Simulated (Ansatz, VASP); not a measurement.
# BaTe: VASP beside Ansatz

POSCAR

```
BaTe
1.0
    0.0000000000      3.4838700870      3.4838700870
    3.4838700870      0.0000000000      3.4838700870
    3.4838700870      3.4838700870      0.0000000000
Ba Te
1 1
Direct
    0.5000000000      0.5000000000      0.5000000000
    0.0000000000      0.0000000000      0.0000000000
```

File INCAR.step1:

```
SYSTEM = BaTe
PREC = Accurate ; ENCUT = 520
ISMEAR = 0 ; SIGMA = 0.05
LREAL = .FALSE. ; LASPH = .TRUE.
NELM = 100 ; NBANDS = 15
GGA = PE ; ALGO = Normal
EDIFF = 1E-4 ; LWAVE = .TRUE.
LCHARG = .FALSE.
```

File INCAR.step2:

```
SYSTEM = BaTe
PREC = Accurate ; ENCUT = 520
EDIFF = 1E-6 ; ISMEAR = 0
SIGMA = 0.05 ; LREAL = .FALSE.
LASPH = .TRUE. ; NELM = 100
ALGO = Normal ; ISIF = 2
LWAVE = .FALSE. ; LCHARG = .FALSE.
METAGGA = R2SCAN ; LMIXTAU = .TRUE.
NBANDS = 15 ; ISTART = 1
```

Contents of KPOINTS:

```
regular mesh
0
G
  6 6 6
  0 0 0
```

Input for Ansatz:

```yaml
crystal:
  lattice:
    - [0.0, 3.483870087, 3.483870087]
    - [3.483870087, 0.0, 3.483870087]
    - [3.483870087, 3.483870087, 0.0]
  atoms:
    - { symbol: Ba, position: [0.5, 0.5, 0.5] }
    - { symbol: Te, position: [0.0, 0.0, 0.0] }
basis:
  ecutwfc: 500
  ecutrho_ratio: 4
kpoints:
  mp_grid: { grid: [6, 6, 6] }
hamiltonian:
  xc: r2scan
scf:
  occupations: { method: gaussian, width: 0.05 }
output:
  forces: true
  stress: true
  eigenvalues: true
```

Alike in both runs: task single point; functional r2SCAN; k mesh 6 × 6 × 6; occupations gaussian, width 0.05 eV; no spin polarisation.

```csv
,VASP,Ansatz
version,VASP 6.6.1,Ansatz 0.2.0
potentials or method,"VASP PAW PBE potentials, release 64 (Ba_sv, Te), cutoff 520 eV","scalar-relativistic, plane waves, PAW"
valence electrons in the cell,16,26
```

VASP gave:

* gap on the k mesh at the Fermi level (eV): 1.84
* least direct gap on the mesh (eV): 2.23
* pressure (GPa): 1.7

Question: Which values does Ansatz return?

Answer: gap on the k mesh at the Fermi level (eV): 1.92; least direct gap on the mesh (eV): 2.28; pressure (GPa): 1.4.

VASP's potentials were made for PBE, not for r2SCAN. VASP's potentials hold 16 valence electrons a cell and Ansatz's 26, so a difference there can come from the potentials and not from the codes.

Neither program's run includes spin-orbit coupling.
